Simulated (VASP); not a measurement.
A run of VASP 6.6.1 is set up as follows.

INCAR

```
SYSTEM = FeNiC4N4
PREC     = Accurate       ! precision mode
ENCUT    = 520            ! plane-wave cutoff, eV
EDIFF    = 1E-7           ! SCF threshold, eV
ISMEAR   = 0              ! smearing method
SIGMA    = 0.1            ! smearing width, eV
LREAL    = .False.        ! projectors in reciprocal space
LASPH    = .True.         ! aspherical terms in the spheres
NELM     = 150            ! most SCF steps
ALGO     = Normal         ! electronic algorithm
ISIF     = 2              ! what is computed and relaxed
LWAVE    = .False.        ! write WAVECAR
LCHARG   = .False.        ! write CHGCAR
ISPIN    = 2              ! spin polarisation
MAGMOM   = 4 2 0 0 0 0 0 0 0 0 ! initial moments
LORBIT   = 11             ! projections on sites
LMAXMIX  = 4              ! l up to which the mixer works
GGA      = PE             ! functional
NBANDS   = 42             ! bands
```

KPOINTS

```
Automatic mesh
0
Gamma
  4 4 4
  0 0 0
```

Contents of POSCAR:

```
FeNiC4N4
1.0
    5.9086026500      0.0000000000      0.0000000000
    0.0000000000      5.9086026500      0.0000000000
    0.0000000000      0.0000000000      5.9086026500
Fe Ni C N
1 1 4 4
Direct
    0.5000000000      0.5000000000      0.5000000000
    0.0000000000      0.0000000000      0.0000000000
    0.1873167900      0.1873167900      0.1873167900
    0.1873167900      0.8126832100      0.8126832100
    0.8126832100      0.1873167900      0.8126832100
    0.8126832100      0.8126832100      0.1873167900
    0.3016415900      0.3016415900      0.3016415900
    0.3016415900      0.6983584100      0.6983584100
    0.6983584100      0.3016415900      0.6983584100
    0.6983584100      0.6983584100      0.3016415900
```

Potentials or basis: VASP PAW PBE potentials, release 64 (Fe, Ni, C, N).

Launch:

```bash
$ cat potpaw_PBE.64/Fe/POTCAR potpaw_PBE.64/Ni/POTCAR potpaw_PBE.64/C/POTCAR potpaw_PBE.64/N/POTCAR > POTCAR
$ mpirun -np 1 vasp_std > vasp.out
```

Task: Predict the pressure.

Result: -2.1 GPa.

Task: Estimate the net moment.

Result: 4.44 μB per cell.

Task: What does it give for the largest force?

Result: 2.134 eV/Å.

Task: Predict the site moments.

Result: Fe +3.72; Ni +0.14; C +0.04; N +0.04 μB.

Forces on the atoms (eV/Å):
```
Fe   0.000  0.000  0.000
Ni   0.000  0.000  0.000
C   -0.847 -0.847 -0.847
C   -0.847  0.847  0.847
C    0.847 -0.847  0.847
C    0.847  0.847 -0.847
N    1.232  1.232  1.232
N    1.232 -1.232 -1.232
N   -1.232  1.232 -1.232
N   -1.232 -1.232  1.232
```

Caveat: only a ferromagnetic start was run, and an antiferromagnetic order may lie lower in energy; forces of over 1 eV/Å act on the atoms, so gaps and moduli don't describe the material at rest.
